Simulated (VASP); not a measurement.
# Si2Mo (AlB2 type) (P6/mmm) in VASP: a series of runs

Si2Mo (AlB2 type) is run at these levels: PBE; tasks: single point, relaxation of shape and atoms at fixed volume.

Everything below comes from runs of VASP 6.6.1. Logs are shortened: lines on timing, memory, paths and dates and some standing lists are left out, and cuts for length are marked.

## 1. The cell of the first run

Symmetry: P6/mmm, No. 191, hexagonal system. The conventional cell has a = 4.309 Å, b = 4.309 Å, c = 2.609 Å, α = 90.00°, β = 90.00°, γ = 120.00°. Mo (site symmetry 6/mmm) has 2 Mo at 2.61 Å and 12 Si at 2.81 Å within 3.4 Å. Within 3.3 Å of Si (site symmetry -6m2) lie 5 Si at 2.49 to 2.61 Å and 6 Mo at 2.81 Å.

## 2. Single point, PBE

The input, INCAR:

```
SYSTEM = Si2Mo
PREC = Accurate ; ENCUT = 520
EDIFF = 1E-6 ; ISMEAR = -1
SIGMA = 0.08 ; LREAL = .False.
LASPH = .True. ; NELM = 80
ALGO = Normal ; ISIF = 2
LWAVE = .False. ; LCHARG = .True.
GGA = PE ; LELF = .True.
LVHAR = .True. ; NBANDS = 18
```

The input, KPOINTS:

```
regular mesh
0
Gamma
  9 9 7
  0 0 0
```

The input, POSCAR:

```
Si2Mo
1.0
    4.3087939489      0.0000000000      0.0000000000
   -2.1543969745      3.7315250194      0.0000000000
    0.0000000000      0.0000000000      2.6091989549
Mo Si
1 2
Direct
    0.0000000000      0.0000000000      0.0000000000
    0.3333333333      0.6666666667      0.5000000000
    0.6666666667      0.3333333333      0.5000000000
```

Potentials or basis: VASP PAW PBE potentials, release 64 (Mo_sv, Si).

The run is started by

```console
$ cat potpaw_PBE.64/Mo_sv/POTCAR potpaw_PBE.64/Si/POTCAR > POTCAR
$ mpirun -np 1 vasp_std > vasp.out
```

OUTCAR:

```text
SYSTEM = Si2Mo
   PREC = Accurate
   ENCUT = 520
   EDIFF = 1E-6
   ISMEAR = -1
   LREAL = .False.
   LASPH = .True.
   NELM = 80
   ISIF = 2
   GGA = PE

 ion  position               nearest neighbor table
   1  0.000  0.000  0.000-   2 2.81   3 2.81   2 2.81   3 2.81   3 2.81   3 2.81   2 2.81   2 2.81
                             3 2.81   3 2.81   2 2.81   2 2.81
   2  0.333  0.667  0.500-   3 2.49   3 2.49   3 2.49   1 2.81   1 2.81   1 2.81   1 2.81   1 2.81
                             1 2.81
   3  0.667  0.333  0.500-   2 2.49   2 2.49   2 2.49   1 2.81   1 2.81   1 2.81   1 2.81   1 2.81
                             1 2.81

  LATTYP: Found a hexagonal cell.
 ALAT       =     4.3087939489
 C/A-ratio  =     0.6055520375

  Lattice vectors:

 A1 = (   4.3087939489,   0.0000000000,   0.0000000000)
 A2 = (  -2.1543969745,   3.7315250194,   0.0000000000)
 A3 = (   0.0000000000,   0.0000000000,   2.6091989549)

Analysis of symmetry for initial positions (statically):
=====================================================================
 Subroutine PRICEL returns:
 Original cell was already a primitive cell.

 Routine SETGRP: Setting up the symmetry group for a
 hexagonal supercell.

 Subroutine GETGRP returns: Found 24 space group operations
 (whereof 24 operations were pure point group operations)
 out of a pool of 24 trial point group operations.

The static configuration has the point symmetry D_6h.

Analysis of symmetry for dynamics (positions and initial velocities):
=====================================================================
 Subroutine PRICEL returns:
 Original cell was already a primitive cell.

 Routine SETGRP: Setting up the symmetry group for a
 hexagonal supercell.

 Subroutine GETGRP returns: Found 24 space group operations
 (whereof 24 operations were pure point group operations)
 out of a pool of 24 trial point group operations.

The dynamic configuration has the point symmetry D_6h.

 Subroutine INISYM returns: Found 24 space group operations
 (whereof 24 operations are pure point group operations),
 and found     1 'primitive' translations

----------------------------------------------------------------------------------------

                                     Primitive cell

  volume of cell :      41.9517

[... 86 lines left out ...]
   LSORBIT =      F    spin-orbit coupling
   LASPH  =      T    aspherical Exc in radial PAW
   ENCUT  =  520.0 eV  38.22 Ry    6.18 a.u.   8.01  8.01  4.85*2*pi/ulx,y,z
   NELM   =     80;   NELMIN=  2; NELMDL= -5     # of ELM steps
   EDIFF  = 0.1E-05   stopping-criterion for ELM
   LREAL  =      F    real-space projection
   EDIFFG = 0.1E-04   stopping-criterion for IOM
   NSW    =      0    number of steps for IOM
   IBRION =     -1    ionic relax: 0-MD 1-quasi-New 2-CG
   NFREE  =      0    steps in history (QN), initial steepest desc. (CG)
   ISIF   =      2    stress and relaxation
   ISYM   =      2    0-nonsym 1-usesym 2-fastsym
   POTIM  = 0.5000    time-step for ionic-motion
   TEBEG  =    0.0;   TEEND  =   0.0 temperature during run
   PSTRESS=    0.0 pullay stress
   NELECT =      22.0000    total number of electrons
   NUPDOWN=      -1.0000    fix difference up-down
   EMIN   =  10.00;   EMAX   =-10.00  energy-range for DOS
   EFERMI =   0.00;   METHOD = LEGACY
   ISMEAR =    -1;   SIGMA  =   0.08  broadening in eV -4-tet -1-fermi 0-gaus
   EFERMI_NEDOS =   21; number of points for ismear=-14 and -15
   IALGO  =     38    algorithm
   IMIX   =      4    mixing-type and parameters
     AMIX     =   0.40;   BMIX     =  1.00
     AMIX_MAG =   1.60;   BMIX_MAG =  1.00
  volume/ion in A,a.u.               =      13.98        94.37
  Fermi-wavevector in a.u.,A,eV,Ry     =   1.320178  2.494775 23.713201  1.742871
  Thomas-Fermi vector in A             =   2.450023
   LORBIT       =      0    0 simple, 1 ext, 2 COOP (PROOUT), +10 PAW based schemes
   GGA     = PE    functional components
   LHFCALC =     F    Hartree Fock is set to
   AEXX    =    0.0000 exact exchange contribution
   IVDW    =     0    specifies the selected vdW correction
   LEPSILON=     F    determine dielectric tensor
   LRPA    =     F    only Hartree local field effects (RPA)
 non-spin polarized calculation
  energy-cutoff  :      520.00
  volume of cell :       41.95
 maximum number of plane-waves:      1146
   NGX = 17   NGY = 17   NGZ =  9

 number of electron      21.9999997 magnetization

 Free energy of the ion-electron system (eV)
  ---------------------------------------------------
  ext. energy  EPLUGINS =         0.00000000
  ---------------------------------------------------
  free energy    TOTEN  =       -21.31928805 eV

  energy without entropy =      -21.28879205  energy(sigma->0) =      -21.30404005

 E-fermi :  12.0339     XC(G=0): -12.2326

 val. band max:       11.9994206691   @ k =   0.3333   0.0000   0.0000
 cond. band min:      12.0339745726   @ k =   0.3333   0.1111   0.4286
 fundamental gap:      0.0345539035
 Fermi energy:        12.0339329866

 k-point     1 :       0.0000    0.0000    0.0000
  band No.  band energies     occupation
      1     -49.2027      2.00000
      2     -23.3086      2.00000
      3     -23.3086      2.00000
      4     -22.6238      2.00000
      5      -1.6193      2.00000
      6       5.8262      2.00000
[... 481 lines left out ...]
      5       1.4925      2.00000
      6       1.4925      2.00000
[... 10 lines left out ...]
     17      17.3286      0.00000
     18      19.2957      0.00000

 [... further k-points ...]

------------------------ aborting loop because EDIFF is reached ----------------------------------------

  FORCE on cell =-STRESS in cart. coord.  units (eV):
  Direction    XX          YY          ZZ          XY          YZ          ZX
  --------------------------------------------------------------------------------------
  -------------------------------------------------------------------------------------
  Total        0.0183706      0.0183706      0.0354590     -0.0000000      0.0000000     -0.0000000
  in kB        0.7015921      0.7015921      1.3542153     -0.0000000      0.0000000     -0.0000000
  external PRESSURE =       0.9191332 kB  Pullay stress =       0.0000000 kB

 VOLUME and BASIS-vectors are now :
 -----------------------------------------------------------------------------
  energy-cutoff  :      520.00
  volume of cell :       41.95
      direct lattice vectors                 reciprocal lattice vectors
     4.308793949  0.000000000  0.000000000     0.232083505  0.133993474  0.000000000
    -2.154396975  3.731525019  0.000000000     0.000000000  0.267986948  0.000000000
     0.000000000  0.000000000  2.609198955     0.000000000  0.000000000  0.383259390

 POSITION                                       TOTAL-FORCE (eV/Angst)
 -----------------------------------------------------------------------------------
      0.00000      0.00000      0.00000         0.000000      0.000000     -0.000000
     -0.00000      2.48768      1.30460        -0.000000      0.000000      0.000000
      2.15440      1.24384      1.30460         0.000000      0.000000     -0.000000
 -----------------------------------------------------------------------------------
    total drift:                                0.000000     -0.000000      0.000000

  FREE ENERGIE OF THE ION-ELECTRON SYSTEM (eV)
  ---------------------------------------------------
  free  energy   TOTEN  =       -21.3192880549 eV

  energy  without entropy=      -21.2887920501  energy(sigma->0) =      -21.30404005
```

It took 39 s on 1 thread of Intel Xeon 8259CL, shared host; peak memory 0.17 GiB.

Results:

```yaml
Free_energy: -21.3193 eV
Pressure: 0.1 GPa
Band_gap_on_the_k_mesh: zero (bands 11 and 12 overlap by 1.81 eV)
```

Levels at points of the mesh, in eV from the Fermi level:
| k point | band 7 | band 8 | band 9 | band 10 | band 11 | band 12 | band 13 | band 14 | band 15 | band 16 |
| --- | --- | --- | --- | --- | --- | --- | --- | --- | --- | --- |
| (0.00, 0.00, 0.00) | -6.21 | -5.02 | -4.09 | -0.90 | -0.90 | 1.66 | 1.66 | 3.11 | 3.11 | 5.90 |

## 3. Single point, PBE

The input, INCAR:

```
SYSTEM = Si2Mo
PREC = Accurate ; ENCUT = 520
EDIFF = 1E-6 ; ISMEAR = -1
SIGMA = 0.08 ; LREAL = .FALSE.
LASPH = .TRUE. ; NELM = 100
ALGO = Normal ; ISIF = 2
LWAVE = .FALSE. ; LCHARG = .FALSE.
GGA = PE ; NBANDS = 18
```

The input, KPOINTS:

```
regular mesh
0
G
  9 9 7
  0 0 0
```

POSCAR, as its differences from that of step 2:

```diff
@@ -2,3 +2,3 @@
 1.0
-    4.3087939489      0.0000000000      0.0000000000
+    4.3087939490      0.0000000000      0.0000000000
    -2.1543969745      3.7315250194      0.0000000000
```

Potentials or basis: VASP PAW PBE potentials, release 64 (Mo_sv, Si).

The run is started by

```console
$ cat potpaw_PBE.64/Mo_sv/POTCAR potpaw_PBE.64/Si/POTCAR > POTCAR
$ mpirun -np 1 vasp_std > vasp.out
```

Run time: 39 s. Hardware: 1 thread of Intel Xeon 8259CL, shared host; peak memory 0.17 GiB.

The run converged. Its results:

| Item | Value |
| --- | --- |
| Free energy | -21.3193 eV |
| Pressure | 0.1 GPa |
| Band gap on the k mesh | zero (bands 11 and 12 overlap by 1.81 eV) |

Levels at points of the mesh, in eV from the Fermi level:
```csv
k point,band 9,band 10,band 11,band 12,band 13,band 14
"(0.00, 0.00, 0.00)",-4.09,-0.90,-0.90,1.66,1.66,3.11
```

## 4. Relaxation of shape and atoms at fixed volume, PBE

This run uses another cell than the first one, of 13.14 Å³/atom.

The input, INCAR:

```
SYSTEM = Si2Mo
PREC = Accurate
ENCUT = 600
EDIFF = 1E-7
ISMEAR = -1
SIGMA = 0.08
LREAL = .False.
LASPH = .True.
NELM = 60
ALGO = Normal
ISIF = 4
LWAVE = .False.
LCHARG = .False.
GGA = PE
IBRION = 2
NSW = 50
EDIFFG = -0.005
```

The input, KPOINTS:

```
Automatic mesh
0
Gamma
  9 9 7
  0 0 0
```

The input, POSCAR:

```
Si2Mo
1.0
    4.2208346977      0.0000000000      0.0000000000
   -2.1104173489      3.6553500734      0.0000000000
    0.0000000000      0.0000000000      2.5559350511
Mo Si
1 2
Direct
    0.0000000000      0.0000000000      0.0000000000
    0.3333333333      0.6666666667      0.5000000000
    0.6666666667      0.3333333333      0.5000000000
```

The run is started by

```console
$ cat potpaw_PBE.64/Mo_sv/POTCAR potpaw_PBE.64/Si/POTCAR > POTCAR
$ mpirun -np 1 vasp_std > vasp.out
```

It took 2 min on 1 thread of Intel Xeon 8259CL, shared host; peak memory 0.19 GiB.

It converged, with:

```yaml
Free_energy: -21.2268 eV
Energy_gained_by_relaxing: 0.8 meV/atom
Ionic_steps: 3
Pressure_after_relaxing: 12.3 GPa
Band_gap_on_the_k_mesh: zero (bands 11 and 12 overlap by 1.94 eV)
```

The path:
| step | energy change (eV) | largest force (eV/Å) | pressure (GPa) | volume (Å³) |
| --- | --- | --- | --- | --- |
| 1 | 0.0000 | 0.0000 | 12.60 | 39.43 |
| 2 | -0.0018 | 0.0000 | 12.16 | 39.43 |
| 3 | -0.0024 | 0.0000 | 12.30 | 39.43 |

Final structure:
```xyz
3
Lattice="4.2084 0.0000 0.0000 -2.1042 3.6446 0.0000 0.0000 0.0000 2.5711" Properties=species:S:1:pos:R:3 pbc="T T T"
Mo    0.0000    0.0000    0.0000
Si    0.0000    2.4297    1.2855
Si    2.1042    1.2149    1.2855
```

Levels at points of the mesh, in eV from the Fermi level:
| k point | band 7 | band 8 | band 9 | band 10 | band 11 | band 12 | band 13 | band 14 | band 15 |
| --- | --- | --- | --- | --- | --- | --- | --- | --- | --- |
| (0.00, 0.00, 0.00) | -6.59 | -4.88 | -4.33 | -0.88 | -0.88 | 1.72 | 1.72 | 3.39 | 3.39 |
